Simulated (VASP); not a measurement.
# CsYCdSe3 in VASP: single point with PBE

Aim: the single point of CsYCdSe3 with PBE.

Everything below comes from runs of VASP 6.6.1. Logs are shortened: lines on timing, memory, paths and dates and some standing lists are left out, and cuts for length are marked.

**1. The cell of the first run**

The cell holds a disordered packing, 12 atoms: a = 7.627 Å, b = 8.032 Å, c = 6.672 Å, α = 90.65°, β = 82.39°, γ = 105.38°.

**2. Single point, PBE**

Input file INCAR:

```
PREC     = Accurate       # precision mode
ENCUT    = 520            # plane-wave cutoff, eV
EDIFF    = 1E-6           # SCF threshold, eV
ISMEAR   = -1             # smearing method
SIGMA    = 0.1            # smearing width, eV
LREAL    = F              # projectors in reciprocal space
LASPH    = T              # aspherical terms in the spheres
NELM     = 80             # most SCF steps
ALGO     = Normal         # electronic algorithm
ISIF     = 2              # what is computed and relaxed
LWAVE    = F              # write WAVECAR
LCHARG   = F              # write CHGCAR
GGA      = PE             # functional
NBANDS   = 62             # bands
```

Input file KPOINTS:

```
Automatic mesh
0
Gamma
  3 3 3
  0 0 0.5
```

Input file POSCAR:

```
CsYCdSe3
1.0
    7.5609690000     -0.8460680000      0.5353540000
   -1.2406820000      7.9307800000     -0.2870530000
    0.4459690000      0.2334530000      6.6532810000
Cs Y Cd Se
2 2 2 6
Direct
    0.2354980000      0.8794310000      0.7552530000
    0.8649960000      0.3057750000      0.6681410000
    0.3460970000      0.6826070000      0.2352160000
    0.3953520000      0.4014640000      0.6183300000
    0.8676490000      0.8985650000      0.1217220000
    0.5911500000      0.4162100000      0.1039080000
    0.7733770000      0.8563840000      0.7309960000
    0.9254160000      0.6970740000      0.4328480000
    0.3844800000      0.1047950000      0.3008500000
    0.0686810000      0.2496720000      0.0847000000
    0.6270640000      0.9610970000      0.4322650000
    0.9730530000      0.5488740000      0.0794080000
```

Potentials or basis: VASP PAW PBE potentials, release 64 (Cs_sv, Y_sv, Cd, Se).

Run with:

```sh
> cat potpaw_PBE.64/Cs_sv/POTCAR potpaw_PBE.64/Y_sv/POTCAR potpaw_PBE.64/Cd/POTCAR potpaw_PBE.64/Se/POTCAR > POTCAR
> mpirun -np 1 vasp_std > vasp.out
```

OUTCAR:

```text
PREC = Accurate
   ENCUT = 520
   EDIFF = 1E-6
   ISMEAR = -1
   LREAL = F
   LASPH = T
   NELM = 80
   ISIF = 2
   GGA = PE

 ion  position               nearest neighbor table
   1  0.235  0.879  0.755-
   2  0.865  0.306  0.668-
   3  0.346  0.683  0.235-  11 3.08  12 3.08   6 3.24   8 3.33   9 3.35   4 3.55   5 3.87
   4  0.395  0.401  0.618-   9 3.16   6 3.55   3 3.55   6 3.73
   5  0.868  0.899  0.122-  11 2.71   7 2.79   8 2.80  10 2.83  12 3.12   3 3.87
   6  0.591  0.416  0.104-  12 2.81   9 2.81   3 3.24   4 3.55   4 3.73
   7  0.773  0.856  0.731-  11 2.66   8 2.66   5 2.79
   8  0.925  0.697  0.433-  12 2.65   7 2.66   5 2.80   3 3.33
   9  0.384  0.105  0.301-  11 2.67   6 2.81   4 3.16   3 3.35
  10  0.069  0.250  0.085-  12 2.69   5 2.83
  11  0.627  0.961  0.432-   7 2.66   9 2.67   5 2.71   3 3.08
  12  0.973  0.549  0.079-   8 2.65  10 2.69   6 2.81   3 3.08   5 3.12

  LATTYP: Found a triclinic cell.
 ALAT       =     7.6269710361
 B/A-ratio  =     1.6332912741
 C/A-ratio  =     1.5895040876
 COS(alpha) =     0.0066198044
 COS(beta)  =     0.5262950110
 COS(gamma) =     0.7832370635

  Lattice vectors:

 A1 = (  -7.5609690000,   0.8460680000,  -0.5353540000)
 A2 = (  -8.8016510000,   8.7768480000,  -0.8224070000)
 A3 = (  -6.7662560000,  -7.3181650000,  -6.9015820000)

Analysis of symmetry for initial positions (statically):
=====================================================================
 Subroutine PRICEL returns:
 Original cell was already a primitive cell.

 Routine SETGRP: Setting up the symmetry group for a
 triclinic supercell.

 Subroutine GETGRP returns: Found  1 space group operations
 (whereof  1 operations were pure point group operations)
 out of a pool of  2 trial point group operations.

The static configuration has the point symmetry C_1 .

Analysis of symmetry for dynamics (positions and initial velocities):
=====================================================================
 Subroutine PRICEL returns:
 Original cell was already a primitive cell.

 Routine SETGRP: Setting up the symmetry group for a
 triclinic supercell.

 Subroutine GETGRP returns: Found  1 space group operations
 (whereof  1 operations were pure point group operations)
 out of a pool of  2 trial point group operations.

The dynamic configuration has the point symmetry C_1 .

 Subroutine INISYM returns: Found  1 space group operations
 (whereof  1 operations are pure point group operations),
 and found     1 'primitive' translations

----------------------------------------------------------------------------------------

                                     Primitive cell

  volume of cell :     390.5424

  direct lattice vectors                    reciprocal lattice vectors
     7.560969000 -0.846068000  0.535354000     0.135280381  0.020808470 -0.009797971
    -1.240682000  7.930780000 -0.287053000     0.014733633  0.128197356 -0.005485835
     0.445969000  0.233453000  6.653281000    -0.010249614  0.003856674  0.150853490

  length of vectors
     7.626971036  8.032369679  6.672296210     0.137221624  0.129157797  0.151250467

  position of ions in fractional coordinates (direct lattice)
     0.235498000  0.879431000  0.755253000
     0.864996000  0.305775000  0.668141000
     0.346097000  0.682607000  0.235216000
     0.395352000  0.401464000  0.618330000
     0.867649000  0.898565000  0.121722000
     0.591150000  0.416210000  0.103908000
     0.773377000  0.856384000  0.730996000
     0.925416000  0.697074000  0.432848000
     0.384480000  0.104795000  0.300850000
     0.068681000  0.249672000  0.084700000
     0.627064000  0.961097000  0.432265000
     0.973053000  0.548874000  0.079408000

  ion indices of the primitive-cell ions
   primitive index   ion index
                 1           1
                 2           2
                 3           3
                 4           4
                 5           5
                 6           6
                 7           7
                 8           8
                 9           9
                10          10
                11          11
                12          12

----------------------------------------------------------------------------------------

 KPOINTS: Automatic mesh

Automatic generation of k-mesh.
 Grid dimensions read from file:
 generate k-points for:    3    3    3

 Generating k-lattice:

  Cartesian coordinates                     Fractional coordinates (reciprocal lattice)
     0.045093460  0.006936157 -0.003265990     0.333333333  0.000000000  0.000000000
     0.004911211  0.042732452 -0.001828612    -0.000000000  0.333333333  0.000000000
    -0.003416538  0.001285558  0.050284497     0.000000000  0.000000000  0.333333333

  Length of vectors
     0.045740541  0.043052599  0.050416822

  Shift w.r.t. Gamma in fractional coordinates (k-lattice)
     0.000000000  0.000000000  0.500000000

 Subroutine IBZKPT returns following result:
 ===========================================

 Found     14 irreducible k-points:

 Following reciprocal coordinates:
            Coordinates               Weight
 -0.000000  0.000000  0.166667      2.000000
  0.333333 -0.000000  0.166667      2.000000
 -0.333333  0.000000  0.166667      2.000000
 -0.000000  0.333333  0.166667      2.000000
  0.333333  0.333333  0.166667      2.000000
 -0.333333  0.333333  0.166667      2.000000
 -0.000000 -0.333333  0.166667      2.000000
  0.333333 -0.333333  0.166667      2.000000
 -0.333333 -0.333333  0.166667      2.000000
 -0.000000  0.000000  0.500000      1.000000
  0.333333 -0.000000  0.500000      2.000000
 -0.000000  0.333333  0.500000      2.000000
  0.333333  0.333333  0.500000      2.000000
 -0.333333  0.333333  0.500000      2.000000
   k-points           NKPTS =     14   k-points in BZ     NKDIM =     14   number of bands    NBANDS=     62
   number of dos      NEDOS =    301   number of ions     NIONS =     12
   total plane-waves  NPLWV = 180000
   dimension x,y,z NGX =    60 NGY =   60 NGZ =   50
   dimension x,y,z NGXF=   120 NGYF=  120 NGZF=  100
   ions per type =               2   2   2   6
   NGX,Y,Z   is equivalent  to a cutoff of  13.08, 12.42, 12.46 a.u.
   NGXF,Y,Z  is equivalent  to a cutoff of  26.16, 24.84, 24.92 a.u.
 SYSTEM =  unknown system
   PREC   = accura    normal or accurate (medium, high low for compatibility)
   ISTART =      0    job   : 0-new  1-cont  2-samecut
   ICHARG =      2    charge: 1-file 2-atom 10-const
   ISPIN  =      1    spin polarized calculation?
   LNONCOLLINEAR =      F non collinear calculations
   LSORBIT =      F    spin-orbit coupling
   LASPH  =      T    aspherical Exc in radial PAW
   ENCUT  =  520.0 eV  38.22 Ry    6.18 a.u.  14.18 14.93 12.41*2*pi/ulx,y,z
   NELM   =     80;   NELMIN=  2; NELMDL= -5     # of ELM steps
   EDIFF  = 0.1E-05   stopping-criterion for ELM
   LREAL  =      F    real-space projection
   EDIFFG = 0.1E-04   stopping-criterion for IOM
   NSW    =      0    number of steps for IOM
   IBRION =     -1    ionic relax: 0-MD 1-quasi-New 2-CG
   NFREE  =      0    steps in history (QN), initial steepest desc. (CG)
   ISIF   =      2    stress and relaxation
   ISYM   =      2    0-nonsym 1-usesym 2-fastsym
   POTIM  = 0.5000    time-step for ionic-motion
   TEBEG  =    0.0;   TEEND  =   0.0 temperature during run
   PSTRESS=    0.0 pullay stress
   NELECT =     100.0000    total number of electrons
   NUPDOWN=      -1.0000    fix difference up-down
   EMIN   =  10.00;   EMAX   =-10.00  energy-range for DOS
   EFERMI =   0.00;   METHOD = LEGACY
   ISMEAR =    -1;   SIGMA  =   0.10  broadening in eV -4-tet -1-fermi 0-gaus
   EFERMI_NEDOS =   21; number of points for ismear=-14 and -15
   IALGO  =     38    algorithm
   IMIX   =      4    mixing-type and parameters
     AMIX     =   0.40;   BMIX     =  1.00
     AMIX_MAG =   1.60;   BMIX_MAG =  1.00
  volume/ion in A,a.u.               =      32.55       219.63
  Fermi-wavevector in a.u.,A,eV,Ry     =   1.039566  1.964495 14.703785  1.080698
  Thomas-Fermi vector in A             =   2.174102
   LORBIT       =      0    0 simple, 1 ext, 2 COOP (PROOUT), +10 PAW based schemes
   GGA     = PE    functional components
   LHFCALC =     F    Hartree Fock is set to
   AEXX    =    0.0000 exact exchange contribution
   IVDW    =     0    specifies the selected vdW correction
   LEPSILON=     F    determine dielectric tensor
   LRPA    =     F    only Hartree local field effects (RPA)
 non-spin polarized calculation
  energy-cutoff  :      520.00
  volume of cell :      390.54
 maximum number of plane-waves:     10536
 NGX is ok and might be reduce to    60
   NGX = 29   NGY = 29   NGZ = 25

 number of electron     100.0000000 magnetization

 number of electron      99.9999992 magnetization

 Free energy of the ion-electron system (eV)
  ---------------------------------------------------
  ext. energy  EPLUGINS =         0.00000000
  ---------------------------------------------------
  free energy    TOTEN  =       -40.49527163 eV

  energy without entropy =      -40.28418463  energy(sigma->0) =      -40.38972813

 E-fermi :   2.7235     XC(G=0):  -8.7259

 val. band max:        2.7062509987   @ k =  -0.3333   0.3333   0.1667
 cond. band min:       2.7688151619   @ k =  -0.0000   0.0000   0.5000
 fundamental gap:      0.0625641633
 Fermi energy:         2.7234710413

 k-point     1 :      -0.0000    0.0000    0.1667
  band No.  band energies     occupation
      1     -41.9565      2.00000
      2     -41.3311      2.00000
      3     -22.0020      2.00000
      4     -21.8845      2.00000
      5     -21.6971      2.00000
      6     -21.3240      2.00000
[... 54 lines left out ...]
     61       4.6133      0.00000
     62       5.0132      0.00000

 k-point     2 :       0.3333   -0.0000    0.1667
  band No.  band energies     occupation
      1     -41.9565      2.00000
      2     -41.3311      2.00000
      3     -22.0025      2.00000
      4     -21.8846      2.00000
      5     -21.6972      2.00000
      6     -21.3240      2.00000
[... 779 lines left out ...]
      6     -21.3247      2.00000
[... 54 lines left out ...]
     61       4.6329      0.00000
     62       4.8560      0.00000

------------------------ aborting loop because EDIFF is reached ----------------------------------------

  FORCE on cell =-STRESS in cart. coord.  units (eV):
  Direction    XX          YY          ZZ          XY          YZ          ZX
  --------------------------------------------------------------------------------------
  -------------------------------------------------------------------------------------
  Total        2.1383795      0.7496620      0.9922786     -5.1469552     -4.3557402      1.2050124
  in kB        8.7725772      3.0754448      4.0707652    -21.1150835    -17.8691702      4.9434929
  external PRESSURE =       5.3062624 kB  Pullay stress =       0.0000000 kB

 VOLUME and BASIS-vectors are now :
 -----------------------------------------------------------------------------
  energy-cutoff  :      520.00
  volume of cell :      390.54
      direct lattice vectors                 reciprocal lattice vectors
     7.560969000 -0.846068000  0.535354000     0.135280381  0.020808470 -0.009797971
    -1.240682000  7.930780000 -0.287053000     0.014733633  0.128197356 -0.005485835
     0.445969000  0.233453000  6.653281000    -0.010249614  0.003856674  0.150853490

 POSITION                                       TOTAL-FORCE (eV/Angst)
 -----------------------------------------------------------------------------------
      1.02632      6.95164      4.89854         0.270360      0.374716      0.253316
      6.45881      1.84917      4.82064         0.124009     -0.240496     -0.389340
      1.87483      5.17570      1.55430        -0.481924      0.225586      0.304605
      2.76691      2.99378      4.21034         0.289898     -0.254190      0.008041
      5.49972      6.42065      1.01641         0.003801      0.244809     -0.120354
      3.99962      2.82497      0.88833        -0.782549      0.451718     -0.051320
      5.11098      6.30812      5.03172        -0.006118     -0.592241      0.972651
      6.32523      4.84643      3.17519         0.003155     -0.222159     -0.148281
      2.91119      0.57604      2.17739        -0.113607      0.132417     -0.094316
      0.24730      1.94176      0.52863         1.117758     -0.455402     -0.307631
      3.74157      7.19262      2.93580        -1.146402     -0.318507     -0.515973
      6.71166      3.54827      0.89170         0.721619      0.653747      0.088603
 -----------------------------------------------------------------------------------
    total drift:                                0.000179     -0.000255     -0.001376

  FREE ENERGIE OF THE ION-ELECTRON SYSTEM (eV)
  ---------------------------------------------------
  free  energy   TOTEN  =       -40.4952716287 eV

  energy  without entropy=      -40.2841846342  energy(sigma->0) =      -40.38972813
```

Wall time 11 min (1 thread of Oxide Virtual Turin-like, shared host); peak memory 0.61 GiB.

Results:

- Free energy: -40.4953 eV
- Pressure: 0.5 GPa
- Largest force: 1.297 eV/Å

Forces in eV/Å, atoms in the order of the input:
```
Cs   0.270  0.375  0.253
Cs   0.124 -0.240 -0.389
Y   -0.482  0.226  0.305
Y    0.290 -0.254  0.008
Cd   0.004  0.245 -0.120
Cd  -0.783  0.452 -0.051
Se  -0.006 -0.592  0.973
Se   0.003 -0.222 -0.148
Se  -0.114  0.132 -0.094
Se   1.118 -0.455 -0.308
Se  -1.146 -0.319 -0.516
Se   0.722  0.654  0.089
```

Levels at points of the mesh, in eV from the Fermi level:
```tsv
k point	band 46	band 47	band 48	band 49	band 50	band 51	band 52	band 53	band 54	band 55
(0.00, 0.00, 0.50)	-1.48	-1.23	-0.92	-0.81	0.05	0.15	0.36	0.44	0.74	0.91
```

Caveat: spin-orbit coupling is left out, which moves the levels of the heavy elements.
